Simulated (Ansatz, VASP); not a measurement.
Hf: VASP beside Ansatz

The input INCAR:

```
SYSTEM = Hf
  PREC = Accurate
  ENCUT = 520
  EDIFF = 1E-6
  ISMEAR = 0
  SIGMA = 0.15
  LREAL = .FALSE.
  LASPH = .TRUE.
  NELM = 80
  ALGO = Fast
  ISIF = 2
  LWAVE = .FALSE.
  LCHARG = .FALSE.
  GGA = CA
  NBANDS = 17
```

Contents of KPOINTS:

```
regular mesh
0
G
  21 21 10
  0 0 0
```

POSCAR

```
Hf
1.0
    3.2867933890      0.0000000000      0.0000000000
   -1.6433966945      2.8464465718      0.0000000000
    0.0000000000      0.0000000000      4.7843198221
Hf
2
Direct
    0.3333333333      0.6666666667      0.2500000000
    0.6666666667      0.3333333333      0.7500000000
```

Input for Ansatz:

```yaml
crystal:
  lattice:
    - [3.286793389, 0.0, 0.0]
    - [-1.6433966945, 2.8464465718, 0.0]
    - [0.0, 0.0, 4.7843198221]
  atoms:
    - { symbol: Hf, position: [0.3333333333, 0.6666666667, 0.25] }
    - { symbol: Hf, position: [0.6666666667, 0.3333333333, 0.75] }
basis:
  ecutwfc: 420
kpoints:
  mp_grid: { grid: [21, 21, 10] }
hamiltonian:
  xc: lda
scf:
  occupations: { method: gaussian, width: 0.15 }
output:
  forces: true
  stress: true
  eigenvalues: true
```

Alike in both runs: task single point; functional LDA; k mesh 21 × 21 × 10; occupations gaussian, width 0.15 eV; no spin polarisation.

|  | VASP | Ansatz |
| --- | --- | --- |
| version | VASP 6.6.1 | Ansatz 0.2.0 |
| potentials or method | VASP PAW LDA potentials, release 64 (Hf_pv), cutoff 520 eV | scalar-relativistic, plane waves, PAW |
| valence electrons in the cell | 20 | 52 |

```tsv
	VASP	Ansatz	Ansatz less VASP
gap on the k mesh at the Fermi level (eV)	none	none	-
pressure (GPa)	-7.0	-7.0	-0.03
traceless stress, the component that is largest in VASP (GPa)	5.89	5.90	+0.007
```

LDA's correlation is that of Perdew and Zunger in VASP and of Perdew and Wang (1992) in Ansatz. A gap of «none» marks a metal or a gap that the smearing closes. VASP's potentials hold 20 valence electrons a cell and Ansatz's 52, so a difference there can come from the potentials and not from the codes.

Spin-orbit coupling is off throughout.
